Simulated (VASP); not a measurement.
LiCl, 4 atoms in the cell. The typed cell holds 4 atoms: a = 4.057 Å, b = 4.069 Å, c = 6.674 Å, α = 88.01°, β = 90.17°, γ = 119.73°.  This cell differs from its parent crystal: atoms moved at random and the cell strained at random.

- Program: VASP 6.6.1
- Task: single point
- Functional: PBE
- Potentials or basis: VASP PAW PBE potentials, release 64 (Li_sv, Cl)
- Cutoff: 520 eV
- k mesh: 9 × 9 × 4
- Occupations: gaussian, width 0.02 eV
- Spin: no spin polarisation
- Dipole correction: no
- Further INCAR settings: ALGO = Normal; EDIFF = 1e-07; NBANDS = 18

Potentials or basis: VASP PAW PBE potentials, release 64 (Li_sv, Cl).

Launch:

```console
$ cat potpaw_PBE.64/Li_sv/POTCAR potpaw_PBE.64/Cl/POTCAR > POTCAR
$ mpirun -np 1 vasp_std > vasp.out
```

Hardware: 1 thread of Intel(R) Xeon(R) Platinum 8488C (Sapphire Rapids), with other jobs on the host.

How long does it take, and how much memory?

Wall time 2.5 min on 1 thread of Intel(R) Xeon(R) Platinum 8488C (Sapphire Rapids), on a shared host, peak memory 0.34 GiB. Counts: scf iterations 15, k points 163.
